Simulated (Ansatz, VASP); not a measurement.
One calculation of In, two programs

Contents of INCAR:

```
SYSTEM = In
PREC = Accurate
ENCUT = 520
EDIFF = 1E-6
ISMEAR = -1
SIGMA = 0.08
LREAL = .FALSE.
LASPH = .TRUE.
NELM = 80
ALGO = Normal
ISIF = 2
LWAVE = .FALSE.
LCHARG = .TRUE.
GGA = PE
LELF = .TRUE.
LVHAR = .TRUE.
NBANDS = 20
```

The input KPOINTS:

```
regular mesh
0
G
  13 13 7
  0 0 0
```

Contents of POSCAR:

```
In
1.0
    2.6064195911      0.0000000000      0.0000000000
   -1.3032097956      2.2572255788      0.0000000000
    0.0000000000      0.0000000000      4.2497509777
In
2
Direct
    0.3333333333      0.6666666667      0.2500000000
    0.6666666667      0.3333333333      0.7500000000
```

Input for Ansatz:

```yaml
crystal:
  lattice:
    - [2.6064195911, 0.0, 0.0]
    - [-1.3032097956, 2.2572255788, 0.0]
    - [0.0, 0.0, 4.2497509777]
  atoms:
    - { symbol: In, position: [0.3333333333, 0.6666666667, 0.25] }
    - { symbol: In, position: [0.6666666667, 0.3333333333, 0.75] }
kpoints:
  mp_grid: { grid: [13, 13, 7] }
scf:
  occupations: { method: fermi_dirac, width: 0.08 }
hamiltonian:
  xc: pbe
  pseudopotentials: { kind: all_electron, lapw: { basis_error: 0.001 } }
output:
  forces: true
  stress: true
  eigenvalues: true
  populations: true
```

Change from the starting cell: volume scaled by 0.45, LAPW.

Alike in both runs: task single point; functional PBE; k mesh 13 × 13 × 7; occupations fermi-dirac, width 0.08 eV; no spin polarisation.

|  | VASP | Ansatz |
| --- | --- | --- |
| version | VASP 6.6.1 | Ansatz 0.2.0 |
| potentials or method | VASP PAW PBE potentials, release 64 (In_d), cutoff 520 eV | all-electron LAPW, scalar-relativistic |

|  | VASP | Ansatz | Ansatz less VASP |
| --- | --- | --- | --- |
| pressure (GPa) | 212.6 | 211.7 | -0.94 |
| traceless stress, the component that is largest in VASP (GPa) | -0.07 | -0.09 | -0.021 |

Both programs put the cell under a high pressure, so it lies far from rest at this level. Ansatz ran all-electron here, and VASP with PAW potentials.

Noted on VASP's run: the cell as given lies far from equilibrium.
